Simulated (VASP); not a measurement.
Input of a VASP 6.6.1 run:

File INCAR:

```
SYSTEM = Cs8Sn8I25
  PREC = Accurate
  ENCUT = 400
  EDIFF = 1E-6
  ISMEAR = -1
  SIGMA = 0.05
  LREAL = Auto
  LASPH = .TRUE.
  NELM = 120
  ALGO = Normal
  ISIF = 2
  LWAVE = .FALSE.
  LCHARG = .FALSE.
  GGA = PS
  NBANDS = 206
  NELECT = 358.0
  ISYM = -1
  GGA_COMPAT = .FALSE.
```

KPOINTS

```
explicit points
1
Reciprocal
  0.25000000   0.25000000   0.25000000 1
```

File POSCAR:

```
Cs8Sn8I25
1.0
   12.3144620000      0.0000000000      0.0000000000
    0.0000000000     12.3144620000      0.0000000000
    0.0000000000      0.0000000000     12.3144620000
Cs I Sn
8 25 8
Direct
    0.9879300000      0.9613670000      0.9720210000
    0.9804010000      0.9833980000      0.5050660000
    0.9650800000      0.5164620000      0.9886250000
    0.0067780000      0.4466800000      0.5273420000
    0.4933310000      0.9515480000      0.9993460000
    0.4834680000      0.9889770000      0.5351520000
    0.5147850000      0.5229000000      0.9798270000
    0.5197510000      0.5233600000      0.5181800000
    0.3465570000      0.3488370000      0.2704300000
    0.3967630000      0.2430070000      0.9717910000
    0.2102480000      0.1921660000      0.5127670000
    0.2326480000      0.7199160000      0.9912800000
    0.2431060000      0.7791870000      0.4899150000
    0.7339360000      0.2759140000      0.0102150000
    0.7800090000      0.2340260000      0.5105950000
    0.7422080000      0.7429460000      0.0012560000
    0.7270900000      0.7696470000      0.5013000000
    0.0005040000      0.2315460000      0.2707950000
    0.0124300000      0.2473390000      0.8184490000
    0.9764280000      0.7896920000      0.2453790000
    0.9936060000      0.7462800000      0.7383300000
    0.5049560000      0.1785020000      0.2745080000
    0.5119110000      0.2564260000      0.6872850000
    0.4773040000      0.7195270000      0.2398740000
    0.4942620000      0.7434810000      0.7501050000
    0.2303080000      0.0260990000      0.1666490000
    0.2594010000      0.9899310000      0.7817420000
    0.1584480000      0.5245480000      0.2555210000
    0.2556850000      0.4927250000      0.7169180000
    0.7087460000      0.0044460000      0.2517780000
    0.7431230000      0.9991840000      0.7705570000
    0.7494490000      0.5029550000      0.2772720000
    0.7535300000      0.4999190000      0.7430120000
    0.2624010000      0.2370720000      0.7389420000
    0.2285020000      0.7577510000      0.2401660000
    0.2433600000      0.7412570000      0.7398390000
    0.7630940000      0.2540530000      0.2583810000
    0.7565290000      0.2481050000      0.7603350000
    0.7311410000      0.7483700000      0.2539070000
    0.7451760000      0.7497180000      0.7484850000
    0.1964070000      0.2471480000      0.0976680000
```

Potentials or basis: VASP PAW PBE potentials, release 64 (Cs_sv, I, Sn_d).

Command:

```bash
$ cat potpaw_PBE.64/Cs_sv/POTCAR potpaw_PBE.64/I/POTCAR potpaw_PBE.64/Sn_d/POTCAR > POTCAR
$ mpirun -np 1 vasp_std > vasp.out
```

Problem. Predict the largest force.

Solution. 0.029 eV/Å.

Forces on the atoms (eV/Å):
```
Cs  -0.007 -0.003 -0.005
Cs  -0.004 -0.003  0.003
Cs  -0.005 -0.001  0.009
Cs   0.000  0.001 -0.001
Cs   0.003 -0.001  0.002
Cs  -0.002  0.000 -0.001
Cs   0.000  0.009  0.004
Cs  -0.011  0.000 -0.003
I   -0.009 -0.007  0.020
I    0.019 -0.017 -0.007
I    0.002  0.005 -0.028
I   -0.002  0.003 -0.004
I   -0.003 -0.006  0.001
I   -0.002 -0.001  0.008
I    0.004 -0.001  0.000
I    0.002  0.000  0.001
I    0.003  0.002  0.000
I   -0.020  0.008 -0.001
I    0.027  0.002  0.000
I    0.007  0.000  0.003
I    0.006 -0.005 -0.004
I    0.000  0.012 -0.001
I    0.007 -0.010  0.001
I    0.012 -0.001  0.002
I    0.008  0.000  0.003
I    0.012  0.004  0.005
I   -0.001  0.001  0.004
I    0.001  0.002  0.008
I   -0.006 -0.007  0.002
I    0.009 -0.017 -0.005
I   -0.001  0.005 -0.003
I   -0.001 -0.015 -0.008
I    0.003  0.001  0.001
Sn   0.001  0.016  0.019
Sn  -0.012  0.003 -0.014
Sn  -0.002  0.000 -0.001
Sn   0.010  0.004  0.001
Sn  -0.026 -0.001 -0.006
Sn  -0.003  0.018 -0.005
Sn  -0.005  0.000  0.001
Sn  -0.018 -0.001 -0.001
```

Caveat: the cell carries a net charge on a neutralising background, which shifts energy and pressure; the PAW data sets were made with another functional, which shifts forces and pressure a little.
